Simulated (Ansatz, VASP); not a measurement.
# SiC in VASP and in Ansatz

The input POSCAR:

```
SiC
1.0
    0.0000000000      2.1087800000      2.2066100000
    2.1087800000      0.0000000000      2.2066100000
    2.1087800000      2.1087800000      0.0000000000
Si C
1 1
Direct
    0.0000000000      0.0000000000      0.0000000000
    0.7500000000      0.7500000000      0.7500000000
```

The input INCAR.step1:

```
PREC = Accurate
ENCUT = 520
ISMEAR = 0
SIGMA = 0.05
LREAL = False
LASPH = True
NELM = 100
NBANDS = 11
GGA = PE
ALGO = Normal
EDIFF = 1E-4
LWAVE = True
LCHARG = False
```

INCAR.step2

```
PREC = Accurate
ENCUT = 520
EDIFF = 1E-6
ISMEAR = 0
SIGMA = 0.05
LREAL = False
LASPH = True
NELM = 100
ALGO = Normal
ISIF = 2
LWAVE = False
LCHARG = False
METAGGA = R2SCAN
LMIXTAU = True
NBANDS = 11
ISTART = 1
```

Contents of KPOINTS:

```
Automatic mesh
0
Gamma
  12 12 12
```

Input for Ansatz:

```yaml
crystal:
  lattice:
    - [0.0, 2.10878, 2.20661]
    - [2.10878, 0.0, 2.20661]
    - [2.10878, 2.10878, 0.0]
  atoms:
    - { symbol: Si, position: [0.0, 0.0, 0.0] }
    - { symbol: C, position: [0.75, 0.75, 0.75] }
basis:
  ecutwfc: 500
kpoints:
  mp_grid: { grid: [12, 12, 12] }
hamiltonian:
  xc: r2scan
scf:
  occupations: { method: gaussian, width: 0.05 }
output:
  forces: true
  stress: true
  eigenvalues: true
```

Change from the starting cell: strain -0.030 along x and y, +0.015 along z, atoms carried along.

Alike in both runs: task single point; functional r2SCAN; k mesh 12 × 12 × 12; occupations gaussian, width 0.05 eV; no spin polarisation.

|  | VASP | Ansatz |
| --- | --- | --- |
| version | VASP 6.6.1 | Ansatz 0.2.0 |
| potentials or method | VASP PAW PBE potentials, release 64 (Si, C), cutoff 520 eV | scalar-relativistic, plane waves, PAW |
| valence electrons in the cell | 8 | 8 |

Ansatz gave:

| Item | Value |
| --- | --- |
| gap on the k mesh at the Fermi level (eV) | 1.42 |
| least direct gap on the mesh (eV) | 5.06 |
| pressure (GPa) | 12.8 |
| traceless stress, the component that is largest in VASP (GPa) | -9.40 |

Task: What did VASP give for the same quantities?

Result: gap on the k mesh at the Fermi level (eV): 1.43; least direct gap on the mesh (eV): 5.08; pressure (GPa): 12.6; traceless stress, the component that is largest in VASP (GPa): -9.45.

VASP's potentials were made for PBE, not for r2SCAN.
